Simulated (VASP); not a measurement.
Write the native input for VASP 6.6.1 that does the following.

- Task: single point
- Functional: PBE
- Potentials or basis: VASP PAW PBE potentials, release 64 (Sn_d, Te)
- Cutoff: 520 eV
- k mesh: 10 × 10 × 10
- Occupations: gaussian, width 0.1 eV
- Spin: no spin polarisation
- Dipole correction: no
- Further INCAR settings: ALGO = Normal; EDIFF = 1e-07; NBANDS = 17

The structure of SnTe lies in POSCAR:

```
SnTe
1.0
    4.0177020180      0.0000000000      0.0000000000
    0.0000000000      4.1348430180      0.0000000000
    0.0000000000      0.0000000000      4.1348430180
Sn Te
1 1
Direct
    0.0076830486      0.0000000000      0.0000000000
    0.4923169514      0.5000000000      0.5000000000
```

This cell differs from its parent crystal: strained and its atoms moved.

These files were run (other wordings do the same):

INCAR

```
SYSTEM = SnTe
PREC = Accurate
ENCUT = 520
EDIFF = 1E-7
ISMEAR = 0
SIGMA = 0.1
LREAL = .False.
LASPH = .True.
NELM = 100
ALGO = Normal
ISIF = 2
LWAVE = .False.
LCHARG = .False.
GGA = PE
NBANDS = 17
```

KPOINTS

```
regular mesh
0
Gamma
  10 10 10
  0 0 0
```

Potentials or basis: VASP PAW PBE potentials, release 64 (Sn_d, Te).

Run with:

```bash
$ cat potpaw_PBE.64/Sn_d/POTCAR potpaw_PBE.64/Te/POTCAR > POTCAR
$ mpirun -np 1 vasp_std > vasp.out
```

Results of the run:

```json
{
  "Pressure": "-4.7 GPa",
  "Largest force": "0.086 eV/Å",
  "Band gap on the k mesh": "zero (bands 10 and 11 overlap by 1.36 eV)"
}
```

Caveat: the cell differs from its parent crystal (strained and its atoms moved); the cell stands under tension; spin-orbit coupling is left out, which moves the levels of the heavy elements.

It took 4 min on 1 thread of Intel Xeon 8259CL (shared host), peak memory 0.26 GiB.
